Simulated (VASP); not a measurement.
# H24CO11 in VASP: further runs

Runs on H24CO11. Level: PBE+D3(BJ). Tasks: single point.

Everything below comes from runs of VASP 6.6.1. Logs are shortened: lines on timing, memory, paths and dates and some standing lists are left out, and cuts for length are marked.

**1. The cell of the first run**

The cell holds a disordered packing, 36 atoms: a = 6.913 Å, b = 6.913 Å, c = 6.913 Å, α = 90.00°, β = 90.00°, γ = 90.00°.

**2. Single point, PBE+D3(BJ)**

INCAR reads:

```
PREC = Accurate
ENCUT = 520
EDIFF = 1E-7
ISMEAR = -1
SIGMA = 0.05
LREAL = Auto
LASPH = True
NELM = 60
ALGO = Normal
ISIF = 2
LWAVE = False
LCHARG = False
GGA = PE
IVDW = 12
NBANDS = 71
```

KPOINTS reads:

```
Automatic mesh
0
Gamma
  1 1 1
```

POSCAR reads:

```
H24CO11
1.0
    6.9125170000      0.0000000000      0.0000000000
    0.0000000000      6.9125170000      0.0000000000
    0.0000000000      0.0000000000      6.9125170000
O H C
11 24 1
Direct
    0.4354853666      0.5196081254      0.2971276599
    0.8932202264      0.3424657039      0.7646418808
    0.6449749057      0.6860453291      0.5943276523
    0.9745220156      0.2749504992      0.2047734566
    0.2244768440      0.7634700935      0.6517018331
    0.6663998078      1.0069848653      0.0986905349
    0.2038765330      0.1342202847      0.5195213263
    0.1881948355      0.9150501908      0.0885495110
    0.8631154180      0.7057921160      0.9354769037
    0.7191736382      0.0936272562      0.5118830088
    0.2548275831      0.3485850378      0.9481929665
    0.3344367905      0.4189212121      0.2603682566
    0.5587111034      0.4761941273      0.3209250697
    0.9415817712      0.4662122350      0.7563381038
    1.0099215669      0.2395654145      0.8109202480
    0.6069713825      0.7346817375      0.4558252804
    0.5021904467      0.6545228026      0.6402732897
    1.0849159575      0.2506322950      0.1311823175
    0.8689454218      0.3061258294      0.0980540084
    0.2076233592      0.6886493010      0.5252355980
    0.1466036178      0.8773070649      0.6406494190
    0.6289894115      1.0088076456      0.2322308936
    0.6812858471      0.8868838948      0.0452512450
    0.2435437048      0.1063433189      0.3985668317
    0.1245421892      0.2528890707      0.4849318996
    0.0910811503      0.8958241983      0.1818151044
    0.2300319840      0.7559330415      0.0965494913
    0.8431371670      0.7671011876      0.8261245506
    0.9976539660      0.7835062105      0.9841277786
    0.8735023726      0.0854681442      0.5773584354
    0.7119548494      0.2085492159      0.5872824617
    0.4312611455      0.0892005040      0.9569307388
    0.2717389339      0.4856262921      0.9195348091
    0.4896190490      0.2524695418      0.7977991230
    0.5229209563      0.3212722659      1.0524531079
    0.4362086921      0.2367155119      0.9329452644
```

Potentials or basis: VASP PAW PBE potentials, release 64 (O, H, C).

Run with:

```bash
cat potpaw_PBE.64/O/POTCAR potpaw_PBE.64/H/POTCAR potpaw_PBE.64/C/POTCAR > POTCAR
mpirun -np 1 vasp_gam > vasp.out
```

OUTCAR:

```text
PREC = Accurate
   ENCUT = 520
   EDIFF = 1E-7
   ISMEAR = -1
   LREAL = Auto
   LASPH = True
   NELM = 60
   ISIF = 2
   GGA = PE
   IVDW = 12
 IVDW          = 12

 ion  position               nearest neighbor table
   1  0.435  0.520  0.297-  13 0.92  12 1.02
   2  0.893  0.342  0.765-  14 0.92  15 1.12
   3  0.645  0.686  0.594-  16 1.05  17 1.06
   4  0.975  0.275  0.205-  18 0.93  19 1.06
   5  0.224  0.763  0.652-  21 0.96  20 1.02
   6  0.666  0.007  0.099-  23 0.91  22 0.96
   7  0.204  0.134  0.520-  24 0.90  25 1.02
   8  0.188  0.915  0.089-  26 0.94  27 1.14
   9  0.863  0.706  0.935-  28 0.88  29 1.13
  10  0.719  0.094  0.512-  31 0.95  30 1.16
  11  0.255  0.349  0.948-  33 0.97  36 1.48
  12  0.334  0.419  0.260-   1 1.02
  13  0.559  0.476  0.321-   1 0.92
  14  0.942  0.466  0.756-   2 0.92
  15  0.010  0.240  0.811-   2 1.12
  16  0.607  0.735  0.456-   3 1.05
  17  0.502  0.655  0.640-   3 1.06
[... 16 lines left out ...]
  34  0.490  0.252  0.798-  36 1.01
  35  0.523  0.321  0.052-  36 1.18
  36  0.436  0.237  0.933-  34 1.01  32 1.03  35 1.18  11 1.48

  LATTYP: Found a simple cubic cell.
 ALAT       =     6.9125170000

  Lattice vectors:

 A1 = (   6.9125170000,   0.0000000000,   0.0000000000)
 A2 = (   0.0000000000,   6.9125170000,   0.0000000000)
 A3 = (   0.0000000000,   0.0000000000,   6.9125170000)

Analysis of symmetry for initial positions (statically):
=====================================================================
 Subroutine PRICEL returns:
 Original cell was already a primitive cell.

 Routine SETGRP: Setting up the symmetry group for a
 simple cubic supercell.

 Subroutine GETGRP returns: Found  1 space group operations
 (whereof  1 operations were pure point group operations)
 out of a pool of 48 trial point group operations.

The static configuration has the point symmetry C_1 .

Analysis of symmetry for dynamics (positions and initial velocities):
=====================================================================
 Subroutine PRICEL returns:
 Original cell was already a primitive cell.

 Routine SETGRP: Setting up the symmetry group for a
 simple cubic supercell.

 Subroutine GETGRP returns: Found  1 space group operations
 (whereof  1 operations were pure point group operations)
 out of a pool of 48 trial point group operations.

The dynamic configuration has the point symmetry C_1 .

 Subroutine INISYM returns: Found  1 space group operations
 (whereof  1 operations are pure point group operations),
 and found     1 'primitive' translations

----------------------------------------------------------------------------------------

                                     Primitive cell

  volume of cell :     330.3000

  direct lattice vectors                    reciprocal lattice vectors
     6.912517000  0.000000000  0.000000000     0.144665105  0.000000000  0.000000000
     0.000000000  6.912517000  0.000000000     0.000000000  0.144665105  0.000000000
     0.000000000  0.000000000  6.912517000     0.000000000  0.000000000  0.144665105

  length of vectors
     6.912517000  6.912517000  6.912517000     0.144665105  0.144665105  0.144665105

  position of ions in fractional coordinates (direct lattice)
     0.435485367  0.519608125  0.297127660
     0.893220226  0.342465704  0.764641881
     0.644974906  0.686045329  0.594327652
     0.974522016  0.274950499  0.204773457
     0.224476844  0.763470093  0.651701833
     0.666399808  0.006984865  0.098690535
[... 28 lines left out ...]
     0.522920956  0.321272266  0.052453108
     0.436208692  0.236715512  0.932945264

  ion indices of the primitive-cell ions
   primitive index   ion index
                 1           1
                 2           2
                 3           3
                 4           4
                 5           5
                 6           6
[... 28 lines left out ...]
                35          35
                36          36

----------------------------------------------------------------------------------------

 KPOINTS: Automatic mesh

Automatic generation of k-mesh.
 Grid dimensions read from file:
 generate k-points for:    1    1    1

 Generating k-lattice:

  Cartesian coordinates                     Fractional coordinates (reciprocal lattice)
     0.144665105  0.000000000  0.000000000     1.000000000  0.000000000  0.000000000
     0.000000000  0.144665105  0.000000000     0.000000000  1.000000000  0.000000000
     0.000000000  0.000000000  0.144665105     0.000000000  0.000000000  1.000000000

  Length of vectors
     0.144665105  0.144665105  0.144665105

  Shift w.r.t. Gamma in fractional coordinates (k-lattice)
     0.000000000  0.000000000  0.000000000

 Subroutine IBZKPT returns following result:
 ===========================================

 Found      1 irreducible k-points:

 Following reciprocal coordinates:
            Coordinates               Weight
  0.000000  0.000000  0.000000      1.000000
   k-points           NKPTS =      1   k-points in BZ     NKDIM =      1   number of bands    NBANDS=     71
   number of dos      NEDOS =    301   number of ions     NIONS =     36
   total plane-waves  NPLWV = 157464
   dimension x,y,z NGX =    54 NGY =   54 NGZ =   54
   dimension x,y,z NGXF=   108 NGYF=  108 NGZF=  108
   ions per type =              11  24   1
   NGX,Y,Z   is equivalent  to a cutoff of  12.99, 12.99, 12.99 a.u.
   NGXF,Y,Z  is equivalent  to a cutoff of  25.97, 25.97, 25.97 a.u.
 SYSTEM =  unknown system
   PREC   = accura    normal or accurate (medium, high low for compatibility)
   ISTART =      0    job   : 0-new  1-cont  2-samecut
   ICHARG =      2    charge: 1-file 2-atom 10-const
   ISPIN  =      1    spin polarized calculation?
   LNONCOLLINEAR =      F non collinear calculations
   LSORBIT =      F    spin-orbit coupling
   LASPH  =      T    aspherical Exc in radial PAW
   ENCUT  =  520.0 eV  38.22 Ry    6.18 a.u.  12.85 12.85 12.85*2*pi/ulx,y,z
   NELM   =     60;   NELMIN=  2; NELMDL= -5     # of ELM steps
   EDIFF  = 0.1E-06   stopping-criterion for ELM
   LREAL  =      T    real-space projection
   EDIFFG = 0.1E-05   stopping-criterion for IOM
   NSW    =      0    number of steps for IOM
   IBRION =     -1    ionic relax: 0-MD 1-quasi-New 2-CG
   NFREE  =      0    steps in history (QN), initial steepest desc. (CG)
   ISIF   =      2    stress and relaxation
   ISYM   =      2    0-nonsym 1-usesym 2-fastsym
   POTIM  = 0.5000    time-step for ionic-motion
   TEBEG  =    0.0;   TEEND  =   0.0 temperature during run
   PSTRESS=    0.0 pullay stress
   NELECT =      94.0000    total number of electrons
   NUPDOWN=      -1.0000    fix difference up-down
   EMIN   =  10.00;   EMAX   =-10.00  energy-range for DOS
   EFERMI =   0.00;   METHOD = LEGACY
   ISMEAR =    -1;   SIGMA  =   0.05  broadening in eV -4-tet -1-fermi 0-gaus
   EFERMI_NEDOS =   21; number of points for ismear=-14 and -15
   IALGO  =     38    algorithm
   IMIX   =      4    mixing-type and parameters
     AMIX     =   0.40;   BMIX     =  1.00
     AMIX_MAG =   1.60;   BMIX_MAG =  1.00
  volume/ion in A,a.u.               =       9.18        61.92
  Fermi-wavevector in a.u.,A,eV,Ry     =   1.076832  2.034917 15.776865  1.159567
  Thomas-Fermi vector in A             =   2.212727
   LORBIT       =      0    0 simple, 1 ext, 2 COOP (PROOUT), +10 PAW based schemes
   GGA     = PE    functional components
   LHFCALC =     F    Hartree Fock is set to
   AEXX    =    0.0000 exact exchange contribution
   IVDW    =    12    specifies the selected vdW correction
   LEPSILON=     F    determine dielectric tensor
   LRPA    =     F    only Hartree local field effects (RPA)
 non-spin polarized calculation
  energy-cutoff  :      520.00
  volume of cell :      330.30
 maximum number of plane-waves:      4463
 NGX is ok and might be reduce to    50
   NGX = 25   NGY = 25   NGZ = 25

 number of electron      93.9999999 magnetization

 Free energy of the ion-electron system (eV)
  ---------------------------------------------------
  ext. energy  EPLUGINS =         0.00000000
  ---------------------------------------------------
  free energy    TOTEN  =      -169.24637169 eV

  energy without entropy =     -169.24637169  energy(sigma->0) =     -169.24637169

 E-fermi :  -1.1842     XC(G=0):  -7.2355

 val. band max:       -2.4818719867   @ k =   0.0000   0.0000   0.0000
 cond. band min:       0.6290177052   @ k =   0.0000   0.0000   0.0000
 fundamental gap:      3.1108896919
 Fermi energy:        -1.1841902000

 k-point     1 :       0.0000    0.0000    0.0000
  band No.  band energies     occupation
      1     -22.8688      2.00000
      2     -22.6052      2.00000
      3     -22.3545      2.00000
      4     -22.0406      2.00000
      5     -21.8824      2.00000
      6     -21.7045      2.00000
[... 51 lines left out ...]
     58       5.6799      0.00000
     59       5.7888      0.00000
 [bands above 59 left out]

------------------------ aborting loop because EDIFF is reached ----------------------------------------

 Edisp (eV)   -1.36723

 E8    (eV) :    -0.2833

  FORCE on cell =-STRESS in cart. coord.  units (eV):
  Direction    XX          YY          ZZ          XY          YZ          ZX
  --------------------------------------------------------------------------------------
  -------------------------------------------------------------------------------------
  Total      -3.19714     2.93245     8.59069    -1.12155    -0.63003   -10.68703
  in kB     -15.50826    14.22437    41.67061    -5.44028    -3.05605   -51.83926
  external pressure =       13.46 kB  Pullay stress =        0.00 kB

 VOLUME and BASIS-vectors are now :
 -----------------------------------------------------------------------------
  energy-cutoff  :      520.00
  volume of cell :      330.30
      direct lattice vectors                 reciprocal lattice vectors
     6.912517000  0.000000000  0.000000000     0.144665105  0.000000000  0.000000000
     0.000000000  6.912517000  0.000000000     0.000000000  0.144665105  0.000000000
     0.000000000  0.000000000  6.912517000     0.000000000  0.000000000  0.144665105

 POSITION                                       TOTAL-FORCE (eV/Angst)
 -----------------------------------------------------------------------------------
      3.01030      3.59180      2.05390        -5.024574      0.981906     -0.990460
      6.17440      2.36730      5.28560         0.995814     -6.374165      1.027517
      4.45840      4.74230      4.10830        -3.357281     -0.117599     -1.745570
      6.73640      1.90060      1.41550        -3.899795      1.117483     -0.097954
      1.55170      5.27750      4.50490         0.264433     -2.587506     -1.329382
      4.60650      0.04828      0.68220         0.090951      3.250538      0.718728
[... 28 lines left out ...]
      3.61470      2.22080      0.36258        -0.159250     -1.666054     -1.816002
      3.01530      1.63630      6.44900        -0.022560      4.663982      3.560196
 -----------------------------------------------------------------------------------
    total drift:                                0.007676     -0.002011     -0.014774

  FREE ENERGIE OF THE ION-ELECTRON SYSTEM (eV)
  ---------------------------------------------------
  free  energy   TOTEN  =      -170.6136066813 eV

  energy  without entropy=     -170.6136066813  energy(sigma->0) =     -170.61360668
```

Wall time 82 s (1 thread of Intel Xeon 8259CL, shared host); peak memory 0.35 GiB.

Results:

```yaml
Free_energy: -170.6136 eV
Pressure: 1.3 GPa
Largest_force: 8.436 eV/Å
Band_gap_on_the_k_mesh: 3.11 eV
Dispersion_energy_per_atom: -0.038 eV
```

Forces in eV/Å, atoms in the order of the input:
```
O   -5.025  0.982 -0.990
O    0.996 -6.374  1.028
O   -3.357 -0.118 -1.746
O   -3.900  1.117 -0.098
O    0.264 -2.588 -1.329
O    0.091  3.251  0.719
O   -2.452  2.892  3.434
O    1.921 -5.117 -0.737
O    4.489 -1.343  7.015
O    4.624 -1.193  1.508
O   -0.697 -1.219 -0.234
H    1.921  0.948  0.327
H    2.676 -1.785  0.604
H    1.421  2.890  0.227
H   -2.522  3.528 -1.062
H    0.893 -0.536  2.648
H    2.802  0.797 -0.637
H    1.866 -0.057 -1.742
H    2.111 -0.693  2.036
H    0.185  1.110  1.701
H   -0.177  0.974 -0.324
H    0.221 -0.303  0.710
H    0.554 -3.590 -0.861
H    1.804 -1.706 -4.211
H    0.333 -1.180  0.753
H   -1.916  0.823  1.816
H   -0.030  4.111 -0.408
H   -1.581  3.019 -6.279
H   -3.167 -1.620 -1.254
H   -3.905 -0.482 -2.473
H   -0.993  1.695  0.619
H   -1.193 -1.665  0.883
H    0.366 -0.318 -0.302
H    1.557  0.753 -3.083
H   -0.159 -1.666 -1.816
C   -0.023  4.664  3.560
```

Levels at points of the mesh, in eV from the valence-band top:
```
           k point  band 44  band 45  band 46  band 47  band 48  band 49  band 50  band 51
(0.00, 0.00, 0.00)    -0.65    -0.55    -0.07     0.00     3.11     5.10     6.03     6.28
```

Caveat: the k points lie up to 0.91 Å⁻¹ apart.

**3. Single point, PBE+D3(BJ)**

INCAR reads:

```
  ALGO = Normal
  EDIFF = 1E-6
  ENCUT = 520
  GGA = PE
  ISIF = 2
  ISMEAR = -1
  IVDW = 12
  LASPH = T
  LCHARG = F
  LREAL = Auto
  LWAVE = F
  NBANDS = 71
  NELM = 100
  PREC = Accurate
  SIGMA = 0.05
```

KPOINTS reads:

```
k-points
0
Gamma
  1 1 1
```

POSCAR reads:

```
H24CO11
1.0
    6.9125170000      0.0000000000      0.0000000000
    0.0000000000      6.9125170000      0.0000000000
    0.0000000000      0.0000000000      6.9125170000
O H C
11 24 1
Direct
    0.4526715811      0.4967799718      0.2891566126
    0.9203304672      0.3743788261      0.7501175042
    0.6386675071      0.7281139417      0.6497633207
    0.9622978142      0.3566139512      0.2619740393
    0.2109361901      0.6732424673      0.6298140026
    0.6912532729      1.0470570995      0.1110015353
    0.1956016889      0.1141841676      0.4748632083
    0.1976125339      0.8978350433      0.0995295925
    0.8572275482      0.7231808616      0.9592453805
    0.7178137862      0.0376129274      0.4680350153
    0.2438475016      0.3544584411      0.8860014377
    0.3356375109      0.4591091783      0.3502052870
    0.5710076373      0.4279483146      0.3675072336
    0.8318822218      0.4617420832      0.8470865243
    1.0220589693      0.3462125301      0.8273976035
    0.6925118593      0.6783925450      0.5382554575
    0.5221252982      0.6667036045      0.6461756260
    1.0035129028      0.3067189564      0.1341913517
    0.8788694480      0.4587909151      0.2155220739
    0.2746611690      0.6365264635      0.5165412251
    0.2902126678      0.7994049056      0.6170545403
    0.7426961843      0.9819722686      0.2341549395
    0.7691409656      0.9697191341      0.0116310745
    0.2185021751      0.2067409020      0.3519123353
    0.0574899129      0.1423938632      0.4883170631
    0.1653811484      0.9198530723      0.2442380974
    0.3012940149      0.8325910808      0.1344806819
    0.7910721956      0.6909928757      0.8144500766
    0.9779071791      0.7826237534      0.9386306030
    0.7565261684     -0.0703361742      0.5069354621
    0.5831305731      0.0427051391      0.5420312167
    0.4150007877      0.1933015138      1.1075271135
    0.2487661152      0.4545088280      0.7782259342
    0.4177060252      0.1215765545      0.8784354527
    0.5312391998      0.3479485114      0.9194190770
    0.4103570378      0.2457570810      0.9415673046
```

Potentials or basis: VASP PAW PBE potentials, release 64 (O, H, C).

Run with:

```bash
cat potpaw_PBE.64/O/POTCAR potpaw_PBE.64/H/POTCAR potpaw_PBE.64/C/POTCAR > POTCAR
mpirun -np 1 vasp_gam > vasp.out
```

It took 77 s on 1 thread of Intel Xeon 8259CL, shared host; peak memory 0.35 GiB.

It converged, with:

```yaml
Free_energy: -170.1640 eV
Pressure: 3.8 GPa
Largest_force: 11.817 eV/Å
Band_gap_on_the_k_mesh: 2.73 eV
Dispersion_energy_per_atom: -0.038 eV
```

Forces on the atoms (eV/Å):
```
O    4.116 -0.335  1.564
O   -6.933  2.867 -0.969
O    1.856  1.815  1.967
O    0.630 -0.145 -0.848
O    1.254  2.986  1.116
O    2.034 -1.962 -0.359
O    0.533  1.711 -2.896
O   -5.437  3.063  1.433
O   -3.195 -1.674 -2.374
O   -6.278  9.930 -1.274
O   -0.696  0.501  0.063
H   -1.072 -0.877  0.479
H   -3.049  1.150 -1.883
H    2.224 -2.222 -2.131
H    3.759 -1.296  2.675
H    1.718 -1.174 -2.618
H   -3.741 -1.829  0.744
H   -0.073 -0.106  0.562
H   -0.199  0.597  0.005
H    0.331 -2.010 -2.738
H   -1.809 -0.500  1.371
H   -1.142  1.462 -1.521
H   -1.229  0.705  0.925
H   -0.319 -2.116  2.521
H   -0.199  0.126  0.453
H   -0.576  0.585 -1.883
H    6.050 -3.726  0.419
H    1.354  1.383  3.174
H    2.060  0.485 -0.237
H    3.887 -9.493  3.857
H    2.806  0.252 -1.655
H   -0.522  1.401 -2.317
H    0.743 -1.031  1.268
H    0.542 -5.233 -3.414
H    0.413 -0.772  0.101
C    0.159  5.481  4.419
```

Stress tensor (GPa, compression positive):
```
 5.21 -1.19  1.00
-1.19  6.65  2.01
 1.00  2.01 -0.58
```

Levels at points of the mesh, in eV from the valence-band top:
| k point | band 44 | band 45 | band 46 | band 47 | band 48 | band 49 | band 50 | band 51 |
| --- | --- | --- | --- | --- | --- | --- | --- | --- |
| (0.00, 0.00, 0.00) | -1.09 | -0.49 | -0.37 | 0.00 | 2.73 | 5.14 | 5.69 | 5.89 |

Caveat: the k points lie up to 0.91 Å⁻¹ apart; the atoms stand as in a frame of molecular dynamics.

[end of part 1 of 2]
